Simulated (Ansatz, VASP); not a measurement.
One calculation of LiNbO3, two programs

Contents of INCAR:

```
SYSTEM = LiNbO3
PREC     = Accurate       ! precision mode
ENCUT    = 520            ! plane-wave cutoff, eV
EDIFF    = 1E-6           ! SCF threshold, eV
ISMEAR   = 0              ! smearing method
SIGMA    = 0.05           ! smearing width, eV
LREAL    = .False.        ! projectors in reciprocal space
LASPH    = .True.         ! aspherical terms in the spheres
NELM     = 100            ! most SCF steps
ALGO     = Normal         ! electronic algorithm
ISIF     = 2              ! what is computed and relaxed
LWAVE    = .False.        ! write WAVECAR
LCHARG   = .False.        ! write CHGCAR
GGA      = PE             ! functional
NBANDS   = 45             ! bands
```

KPOINTS

```
Automatic mesh
0
Gamma
  6 6 6
  0 0 0
```

Contents of POSCAR:

```
LiNbO3
1.0
    2.5948427099      1.5543131297      4.6721811297
   -2.5948427099      1.5543131297      4.6721811297
    0.0000000000     -3.1086262594      4.6721811297
Li Nb O
2 2 6
Direct
    0.2816289705      0.2816289705      0.2816289705
    0.7816289705      0.7816289705      0.7816289705
    0.0004207091      0.0004207091      0.0004207091
    0.5004207091      0.5004207091      0.5004207091
    0.1105883052      0.3579662670      0.7210657481
    0.7210657481      0.1105883052      0.3579662670
    0.3579662670      0.7210657481      0.1105883052
    0.2210657481      0.8579662670      0.6105883052
    0.8579662670      0.6105883052      0.2210657481
    0.6105883052      0.2210657481      0.8579662670
```

Input for Ansatz:

```yaml
crystal:
  lattice:
    - [2.5948427099, 1.5543131297, 4.6721811297]
    - [-2.5948427099, 1.5543131297, 4.6721811297]
    - [0.0, -3.1086262594, 4.6721811297]
  atoms:
    - { symbol: Li, position: [0.2816289705, 0.2816289705, 0.2816289705] }
    - { symbol: Li, position: [0.7816289705, 0.7816289705, 0.7816289705] }
    - { symbol: Nb, position: [0.0004207091, 0.0004207091, 0.0004207091] }
    - { symbol: Nb, position: [0.5004207091, 0.5004207091, 0.5004207091] }
    - { symbol: O, position: [0.1105883052, 0.357966267, 0.7210657481] }
    - { symbol: O, position: [0.7210657481, 0.1105883052, 0.357966267] }
    - { symbol: O, position: [0.357966267, 0.7210657481, 0.1105883052] }
    - { symbol: O, position: [0.2210657481, 0.857966267, 0.6105883052] }
    - { symbol: O, position: [0.857966267, 0.6105883052, 0.2210657481] }
    - { symbol: O, position: [0.6105883052, 0.2210657481, 0.857966267] }
basis:
  ecutwfc: 420
kpoints:
  mp_grid: { grid: [6, 6, 6] }
hamiltonian:
  xc: pbe
scf:
  occupations: { method: gaussian, width: 0.05 }
output:
  forces: true
  stress: true
  eigenvalues: true
```

Change from the starting cell: strain +0.0375 x Voigt [0, 1, 0, 0, 0, 0], atoms carried along.

Alike in both runs: task single point; functional PBE; k mesh 6 × 6 × 6; occupations gaussian, width 0.05 eV; no spin polarisation.

|  | VASP | Ansatz |
| --- | --- | --- |
| version | VASP 6.6.1 | Ansatz 0.2.0 |
| potentials or method | VASP PAW PBE potentials, release 64 (Li_sv, Nb_sv, O), cutoff 520 eV | scalar-relativistic, plane waves, PAW |
| valence electrons in the cell | 68 | 68 |

Ansatz gave:

| Property | Result |
| --- | --- |
| gap on the k mesh at the Fermi level (eV) | 3.35 |
| least direct gap on the mesh (eV) | 3.39 |
| rms of the force components (eV/Å) | 0.294 |

Question: Estimate VASP's values.

Answer: gap on the k mesh at the Fermi level (eV): 3.34; least direct gap on the mesh (eV): 3.38; rms of the force components (eV/Å): 0.294.

Atom by atom the forces differ by 0.007 eV/Å (rms over components).

Noted on VASP's run: the cutoff is under 1.25 times that of the potentials, so the pressure is a little rough.
